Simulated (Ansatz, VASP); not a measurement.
# GaN: VASP beside Ansatz

INCAR

```
PREC = Accurate
ENCUT = 520
EDIFF = 1E-6
ISMEAR = -1
SIGMA = 0.1
LREAL = F
LASPH = T
NELM = 100
ALGO = Normal
ISIF = 2
LWAVE = F
LCHARG = F
GGA = PE
NBANDS = 16
```

KPOINTS

```
regular mesh
0
Gamma
  15 15 15
```

The input POSCAR:

```
GaN
1.0
    0.0000000000      2.1343254600      2.1343254600
    2.1343254600      0.0000000000      2.1343254600
    2.1343254600      2.1343254600      0.0000000000
Ga N
1 1
Direct
    0.0000000000      0.0000000000      0.0000000000
    0.5000000000      0.5000000000      0.5000000000
```

Input for Ansatz:

```yaml
crystal:
  lattice:
    - [0.0, 2.13432546, 2.13432546]
    - [2.13432546, 0.0, 2.13432546]
    - [2.13432546, 2.13432546, 0.0]
  atoms:
    - { symbol: Ga, position: [0.0, 0.0, 0.0] }
    - { symbol: "N", position: [0.5, 0.5, 0.5] }
kpoints:
  mp_grid: { grid: [15, 15, 15] }
  band_path:
    path:
      - [0.0, 0.0, 0.0]
      - [0.5, 0.0, 0.5]
      - [0.625, 0.25, 0.625]
      - [0.375, 0.375, 0.75]
      - [0.0, 0.0, 0.0]
      - [0.5, 0.5, 0.5]
      - [0.5, 0.25, 0.75]
      - [0.5, 0.0, 0.5]
    npoints: 14
scf:
  occupations: { method: fermi_dirac, width: 0.1 }
hamiltonian:
  xc: pbe
  pseudopotentials: { kind: all_electron, lapw: { basis_error: 0.001 } }
output:
  forces: true
  stress: true
  eigenvalues: true
  populations: true
  dos: { projected: true, de: 0.2, e_range: [-14, 8] }
```

Alike in both runs: task single point; functional PBE; k mesh 15 × 15 × 15; occupations fermi-dirac, width 0.1 eV; no spin polarisation.

|  | VASP | Ansatz |
| --- | --- | --- |
| version | VASP 6.6.1 | Ansatz 0.2.0 |
| potentials or method | VASP PAW PBE potentials, release 64 (Ga_d, N), cutoff 520 eV | all-electron LAPW, scalar-relativistic |

|  | VASP | Ansatz | Ansatz less VASP |
| --- | --- | --- | --- |
| pressure (GPa) | 0.8 | 0.0 | -0.74 |

Ansatz ran all-electron here, and VASP with PAW potentials.
